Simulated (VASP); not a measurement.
Input of a VASP 6.6.1 run:

Contents of INCAR:

```
PREC = Accurate
ENCUT = 520
EDIFF = 1E-7
ISMEAR = -1
SIGMA = 0.1
LREAL = F
LASPH = T
NELM = 100
ALGO = Normal
ISIF = 2
LWAVE = F
LCHARG = F
GGA = CA
NBANDS = 12
```

The input KPOINTS:

```
Automatic mesh
0
Gamma
  9 9 9
```

POSCAR

```
Ta
1.0
   -1.6262385521      1.6262385521      1.6262385521
    1.6262385521     -1.6262385521      1.6262385521
    1.6262385521      1.6262385521     -1.6262385521
Ta
1
Direct
    0.0000000000      0.0000000000      0.0000000000
```

Potentials or basis: VASP PAW LDA potentials, release 64 (Ta_pv).

The run is started by

```sh
$ cat potpaw_LDA.64/Ta_pv/POTCAR > POTCAR
$ mpirun -np 1 vasp_std > vasp.out
```

(1) What does it give for the pressure?

Results:

(1) 0.8 GPa.
